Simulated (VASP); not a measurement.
# RbReB2 (P4mm) in VASP: single point with PBE

Aim: the single point of RbReB2 with PBE.

Everything below comes from runs of VASP 6.6.1. Logs are shortened: lines on timing, memory, paths and dates and some standing lists are left out, and cuts for length are marked.

**1. The cell of the first run**

The structure is tetragonal, space group P4mm (No. 99). Conventional cell: a = 3.772 Å, b = 3.772 Å, c = 7.142 Å, α = 90.00°, β = 90.00°, γ = 90.00°. Within 4.7 Å of Rb (site symmetry 4mm) lie 8 B at 3.44 to 4.66 Å and 2 Re at 3.57 to 3.58 Å and 4 Rb at 3.77 Å. Within 2.7 Å of Re (site symmetry 4mm) lie 4 B at 2.01 Å. B (site symmetry 2mm) has 2 Re at 2.01 Å and 4 B at 2.67 Å within 2.7 Å.

The cell was generated, and may not be a known phase.

**2. Single point, PBE, collinear spin**

INCAR reads:

```
PREC = Accurate
ENCUT = 560
EDIFF = 1E-6
ISMEAR = 0
SIGMA = 0.1
LREAL = False
LASPH = True
NELM = 200
ALGO = Normal
ISIF = 2
LWAVE = False
LCHARG = True
ISPIN = 2
MAGMOM = 0 1 0 0
LORBIT = 11
LMAXMIX = 4
GGA = PE
LELF = True
LVHAR = True
NBANDS = 27
GGA_COMPAT = False
```

KPOINTS reads:

```
Automatic mesh
0
Gamma
  4 4 4
```

POSCAR reads:

```
RbReB2
1.0
    3.7721092162      0.0000000000      0.0000000000
    0.0000000000      3.7721092162      0.0000000000
    0.0000000000      0.0000000000      7.1420134885
Rb Re B
1 1 2
Direct
    0.0000000000      0.0000000000      0.4632290873
    0.0000000000      0.0000000000      0.9626275512
    0.0000000000      0.5000000000      0.8661229857
    0.5000000000      0.0000000000      0.8661229857
```

Potentials or basis: VASP PAW PBE potentials, release 64 (Rb_sv, Re_sv_GW, B).

Command:

```console
> cat potpaw_PBE.64/Rb_sv/POTCAR potpaw_PBE.64/Re_sv_GW/POTCAR potpaw_PBE.64/B/POTCAR > POTCAR
> mpirun -np 1 vasp_std > vasp.out
```

OUTCAR:

```text
PREC = Accurate
   ENCUT = 560
   EDIFF = 1E-6
   ISMEAR = 0
   LREAL = False
   LASPH = True
   NELM = 200
   ISIF = 2
   ISPIN = 2
   LORBIT = 11
   GGA = PE

 ion  position               nearest neighbor table
   1  0.000  0.000  0.463-   3 3.44   4 3.44   3 3.44   4 3.44   2 3.57   2 3.58
   2  0.000  0.000  0.963-   3 2.01   4 2.01   3 2.01   4 2.01   1 3.57   1 3.58
   3  0.000  0.500  0.866-   2 2.01   2 2.01   1 3.44   1 3.44
   4  0.500  0.000  0.866-   2 2.01   2 2.01   1 3.44   1 3.44

  LATTYP: Found a simple tetragonal cell.
 ALAT       =     3.7721092162
 C/A-ratio  =     1.8933739929

  Lattice vectors:

 A1 = (   3.7721092162,   0.0000000000,   0.0000000000)
 A2 = (   0.0000000000,   3.7721092162,   0.0000000000)
 A3 = (   0.0000000000,   0.0000000000,   7.1420134885)

Analysis of symmetry for initial positions (statically):
=====================================================================
 Subroutine PRICEL returns:
 Original cell was already a primitive cell.

 Routine SETGRP: Setting up the symmetry group for a
 simple tetragonal supercell.

 Subroutine GETGRP returns: Found  8 space group operations
 (whereof  8 operations were pure point group operations)
 out of a pool of 16 trial point group operations.

The static configuration has the point symmetry C_4v.

Analysis of symmetry for dynamics (positions and initial velocities):
=====================================================================
 Subroutine PRICEL returns:
 Original cell was already a primitive cell.

 Routine SETGRP: Setting up the symmetry group for a
 simple tetragonal supercell.

 Subroutine GETGRP returns: Found  8 space group operations
 (whereof  8 operations were pure point group operations)
 out of a pool of 16 trial point group operations.

The dynamic configuration has the point symmetry C_4v.

Analysis of structural, dynamic, and magnetic symmetry:
=====================================================================
 Subroutine PRICEL returns:
 Original cell was already a primitive cell.

 Routine SETGRP: Setting up the symmetry group for a
 simple tetragonal supercell.

 Subroutine GETGRP returns: Found  8 space group operations
 (whereof  8 operations were pure point group operations)
 out of a pool of 16 trial point group operations.

The overall configuration has the point symmetry C_4v.

 Subroutine INISYM returns: Found  8 space group operations
 (whereof  8 operations are pure point group operations),
 and found     1 'primitive' translations

----------------------------------------------------------------------------------------

                                     Primitive cell

  volume of cell :     101.6223

  direct lattice vectors                    reciprocal lattice vectors
     3.772109216  0.000000000  0.000000000     0.265103671  0.000000000  0.000000000
     0.000000000  3.772109216  0.000000000     0.000000000  0.265103671  0.000000000
     0.000000000  0.000000000  7.142013488     0.000000000  0.000000000  0.140016538

  length of vectors
     3.772109216  3.772109216  7.142013488     0.265103671  0.265103671  0.140016538

  position of ions in fractional coordinates (direct lattice)
     0.000000000  0.000000000  0.463229087
     0.000000000  0.000000000  0.962627551
     0.000000000  0.500000000  0.866122986
     0.500000000  0.000000000  0.866122986

  ion indices of the primitive-cell ions
   primitive index   ion index
                 1           1
                 2           2
                 3           3
                 4           4

----------------------------------------------------------------------------------------

 KPOINTS: Automatic mesh

Automatic generation of k-mesh.
 Grid dimensions read from file:
 generate k-points for:    4    4    4

 Generating k-lattice:

  Cartesian coordinates                     Fractional coordinates (reciprocal lattice)
     0.066275918  0.000000000  0.000000000     0.250000000  0.000000000  0.000000000
     0.000000000  0.066275918  0.000000000     0.000000000  0.250000000  0.000000000
     0.000000000  0.000000000  0.035004134     0.000000000  0.000000000  0.250000000

  Length of vectors
     0.066275918  0.066275918  0.035004134

  Shift w.r.t. Gamma in fractional coordinates (k-lattice)
     0.000000000  0.000000000  0.000000000

 Subroutine IBZKPT returns following result:
 ===========================================

 Found     18 irreducible k-points:

 Following reciprocal coordinates:
            Coordinates               Weight
  0.000000  0.000000  0.000000      1.000000
  0.250000  0.000000  0.000000      4.000000
  0.500000  0.000000  0.000000      2.000000
  0.250000  0.250000  0.000000      4.000000
  0.500000  0.250000  0.000000      4.000000
  0.500000  0.500000  0.000000      1.000000
[... 10 lines left out ...]
  0.500000  0.250000  0.500000      4.000000
  0.500000  0.500000  0.500000      1.000000
   k-points           NKPTS =     18   k-points in BZ     NKDIM =     18   number of bands    NBANDS=     27
   number of dos      NEDOS =    301   number of ions     NIONS =      4
   total plane-waves  NPLWV =  50400
   dimension x,y,z NGX =    30 NGY =   30 NGZ =   56
   dimension x,y,z NGXF=    60 NGYF=   60 NGZF=  112
   ions per type =               1   1   2
   NGX,Y,Z   is equivalent  to a cutoff of  13.22, 13.22, 13.04 a.u.
   NGXF,Y,Z  is equivalent  to a cutoff of  26.44, 26.44, 26.07 a.u.
 SYSTEM =  unknown system
   PREC   = accura    normal or accurate (medium, high low for compatibility)
   ISTART =      0    job   : 0-new  1-cont  2-samecut
   ICHARG =      2    charge: 1-file 2-atom 10-const
   ISPIN  =      2    spin polarized calculation?
   LNONCOLLINEAR =      F non collinear calculations
   LSORBIT =      F    spin-orbit coupling
   LASPH  =      T    aspherical Exc in radial PAW
   ENCUT  =  560.0 eV  41.16 Ry    6.42 a.u.   7.28  7.28 13.78*2*pi/ulx,y,z
   NELM   =    200;   NELMIN=  2; NELMDL= -5     # of ELM steps
   EDIFF  = 0.1E-05   stopping-criterion for ELM
   LREAL  =      F    real-space projection
   EDIFFG = 0.1E-04   stopping-criterion for IOM
   NSW    =      0    number of steps for IOM
   IBRION =     -1    ionic relax: 0-MD 1-quasi-New 2-CG
   NFREE  =      0    steps in history (QN), initial steepest desc. (CG)
   ISIF   =      2    stress and relaxation
   ISYM   =      2    0-nonsym 1-usesym 2-fastsym
   POTIM  = 0.5000    time-step for ionic-motion
   TEBEG  =    0.0;   TEEND  =   0.0 temperature during run
   PSTRESS=    0.0 pullay stress
   NELECT =      30.0000    total number of electrons
   NUPDOWN=      -1.0000    fix difference up-down
   EMIN   =  10.00;   EMAX   =-10.00  energy-range for DOS
   EFERMI =   0.00;   METHOD = LEGACY
   ISMEAR =     0;   SIGMA  =   0.10  broadening in eV -4-tet -1-fermi 0-gaus
   EFERMI_NEDOS =   21; number of points for ismear=-14 and -15
   IALGO  =     38    algorithm
   IMIX   =      4    mixing-type and parameters
     AMIX     =   0.40;   BMIX     =  1.00
     AMIX_MAG =   1.60;   BMIX_MAG =  1.00
  volume/ion in A,a.u.               =      25.41       171.45
  Fermi-wavevector in a.u.,A,eV,Ry     =   1.090064  2.059923 16.166994  1.188241
  Thomas-Fermi vector in A             =   2.226281
   LORBIT       =     11    0 simple, 1 ext, 2 COOP (PROOUT), +10 PAW based schemes
   GGA     = PE    functional components
   LHFCALC =     F    Hartree Fock is set to
   AEXX    =    0.0000 exact exchange contribution
   IVDW    =     0    specifies the selected vdW correction
   LEPSILON=     F    determine dielectric tensor
   LRPA    =     F    only Hartree local field effects (RPA)
 spin polarized calculation
 Gauss-broadening in eV      SIGMA  =   0.10
  energy-cutoff  :      560.00
  volume of cell :      101.62
 maximum number of plane-waves:      3088
 NGX is ok and might be reduce to    30
   NGX = 15   NGY = 15   NGZ = 27

 number of electron      30.0000000 magnetization       0.0027804

 Free energy of the ion-electron system (eV)
  ---------------------------------------------------
  ext. energy  EPLUGINS =         0.00000000
  ---------------------------------------------------
  free energy    TOTEN  =       -24.42502938 eV

  energy without entropy =      -24.41695725  energy(sigma->0) =      -24.42099332

 E-fermi :   2.6538     XC(G=0):  -8.3409

 val. band max:        2.6243500316   @ k =   0.5000   0.0000   0.5000
 cond. band min:       2.7581252374   @ k =   0.2500   0.2500   0.0000
 fundamental gap:      0.1337752058
 Fermi energy:         2.6537572288

 spin component 1

 k-point     1 :       0.0000    0.0000    0.0000
  band No.  band energies     occupation
      1     -76.6812      1.00000
      2     -38.6541      1.00000
      3     -38.6541      1.00000
      4     -38.5985      1.00000
      5     -25.9993      1.00000
      6      -9.9863      1.00000
[... 19 lines left out ...]
     26       9.9761      0.00000
     27      10.8509      0.00000

 k-point     2 :       0.2500    0.0000    0.0000
  band No.  band energies     occupation
      1     -76.6812      1.00000
      2     -38.6630      1.00000
      3     -38.6531      1.00000
      4     -38.5987      1.00000
      5     -25.9727      1.00000
      6     -10.2514      1.00000
[... 19 lines left out ...]
     26       9.7136      0.00000
     27      10.7523      0.00000

 k-point     3 :       0.5000    0.0000    0.0000
  band No.  band energies     occupation
      1     -76.6811      1.00000
      2     -38.6718      1.00000
      3     -38.6521      1.00000
      4     -38.5989      1.00000
      5     -25.9457      1.00000
      6     -10.5735      1.00000
[... 413 lines left out ...]
  band No.  band energies     occupation
      1     -76.6810      1.00000
      2     -38.6706      1.00000
      3     -38.6606      1.00000
      4     -38.5991      1.00000
      5     -25.9199      1.00000
      6     -10.5204      1.00000
[... 19 lines left out ...]
     26       9.8498      0.00000
     27      10.9637      0.00000

 k-point    18 :       0.5000    0.5000    0.5000
  band No.  band energies     occupation
      1     -76.6811      1.00000
      2     -38.6696      1.00000
      3     -38.6696      1.00000
      4     -38.5996      1.00000
      5     -25.8940      1.00000
      6     -10.4655      1.00000
[... 19 lines left out ...]
     26      10.4056      0.00000
     27      10.4056      0.00000
 Fermi energy:         2.6537572288

 spin component 2

 k-point     1 :       0.0000    0.0000    0.0000
  band No.  band energies     occupation
      1     -76.6807      1.00000
      2     -38.6537      1.00000
      3     -38.6537      1.00000
      4     -38.5974      1.00000
      5     -25.9992      1.00000
      6      -9.9861      1.00000
[... 19 lines left out ...]
     26       9.9768      0.00000
     27      10.8375      0.00000

 k-point     2 :       0.2500    0.0000    0.0000
  band No.  band energies     occupation
      1     -76.6807      1.00000
      2     -38.6626      1.00000
      3     -38.6526      1.00000
      4     -38.5977      1.00000
      5     -25.9726      1.00000
      6     -10.2513      1.00000
[... 19 lines left out ...]
     26       9.7138      0.00000
     27      10.7526      0.00000

 k-point     3 :       0.5000    0.0000    0.0000
  band No.  band energies     occupation
      1     -76.6806      1.00000
      2     -38.6714      1.00000
      3     -38.6517      1.00000
      4     -38.5978      1.00000
      5     -25.9457      1.00000
      6     -10.5735      1.00000
[... 414 lines left out ...]
      1     -76.6805      1.00000
      2     -38.6702      1.00000
      3     -38.6601      1.00000
      4     -38.5980      1.00000
      5     -25.9198      1.00000
      6     -10.5204      1.00000
[... 19 lines left out ...]
     26       9.8498      0.00000
     27      10.9652      0.00000

 k-point    18 :       0.5000    0.5000    0.5000
  band No.  band energies     occupation
      1     -76.6807      1.00000
      2     -38.6692      1.00000
      3     -38.6692      1.00000
      4     -38.5985      1.00000
      5     -25.8939      1.00000
      6     -10.4655      1.00000
[... 19 lines left out ...]
     26      10.4057      0.00000
     27      10.4057      0.00000

------------------------ aborting loop because EDIFF is reached ----------------------------------------

  FORCE on cell =-STRESS in cart. coord.  units (eV):
  Direction    XX          YY          ZZ          XY          YZ          ZX
  --------------------------------------------------------------------------------------
  -------------------------------------------------------------------------------------
  Total       -0.1749156     -0.1749156     -0.0695303      0.0000000      0.0000000      0.0000000
  in kB       -2.7577178     -2.7577178     -1.0962144      0.0000000      0.0000000      0.0000000
  external PRESSURE =      -2.2038834 kB  Pullay stress =       0.0000000 kB

 VOLUME and BASIS-vectors are now :
 -----------------------------------------------------------------------------
  energy-cutoff  :      560.00
  volume of cell :      101.62
      direct lattice vectors                 reciprocal lattice vectors
     3.772109216  0.000000000  0.000000000     0.265103671  0.000000000  0.000000000
     0.000000000  3.772109216  0.000000000     0.000000000  0.265103671  0.000000000
     0.000000000  0.000000000  7.142013488     0.000000000  0.000000000  0.140016538

 POSITION                                       TOTAL-FORCE (eV/Angst)
 -----------------------------------------------------------------------------------
      0.00000      0.00000      3.30839         0.000000      0.000000     -0.007824
      0.00000      0.00000      6.87510         0.000000     -0.000000      0.004272
      0.00000      1.88605      6.18586         0.000000      0.000000      0.001776
      1.88605      0.00000      6.18586         0.000000      0.000000      0.001776
 -----------------------------------------------------------------------------------
    total drift:                                0.000000      0.000000     -0.000165

  FREE ENERGIE OF THE ION-ELECTRON SYSTEM (eV)
  ---------------------------------------------------
  free  energy   TOTEN  =       -24.4250293814 eV

  energy  without entropy=      -24.4169572522  energy(sigma->0) =      -24.42099332

 total charge

# of ion       s       p       d       f       tot
--------------------------------------------------
    1        1.961   5.327   0.025   0.000   7.313
    2        3.647   6.020   4.421   0.037  14.125
    3        0.791   0.953   0.000   0.000   1.744
    4        0.791   0.953   0.000   0.000   1.744
--------------------------------------------------
tot          7.191  13.253   4.446   0.037  24.926

 magnetization (x)

# of ion       s       p       d       f       tot
--------------------------------------------------
    1        0.000   0.000   0.000   0.000   0.000
    2        0.000   0.000   0.001  -0.000   0.001
    3       -0.000  -0.000   0.000   0.000  -0.000
    4       -0.000  -0.000   0.000   0.000  -0.000
--------------------------------------------------
tot          0.000   0.000   0.001  -0.000   0.001
```

Run time: 2.4 min. Hardware: 1 thread of Intel Xeon Platinum 8259CL at 2.50GHz (Skylake/Cascade Lake), shared host; peak memory 0.31 GiB.

Results:

```yaml
Free_energy: -24.4250 eV
Pressure: -0.2 GPa
Largest_force: 0.008 eV/Å
Band_gap_on_the_k_mesh: zero (filled and empty bands overlap)
Net_moment: 0.00 μB per cell
Valence_electrons_inside_the_program's_atomic_spheres: Rb 7.31; Re 14.12; B 1.74
```

Forces on the atoms (eV/Å):
```
Rb   0.000  0.000 -0.008
Re   0.000  0.000  0.004
B    0.000  0.000  0.002
B    0.000  0.000  0.002
```

Caveat: the k points lie up to 0.42 Å⁻¹ apart, too coarse for converged energies and pressures of a metal; spin-orbit coupling is left out, which moves the levels of the heavy elements.

The gap in the log of VASP goes by the Fermi energy; the results here count the filled bands.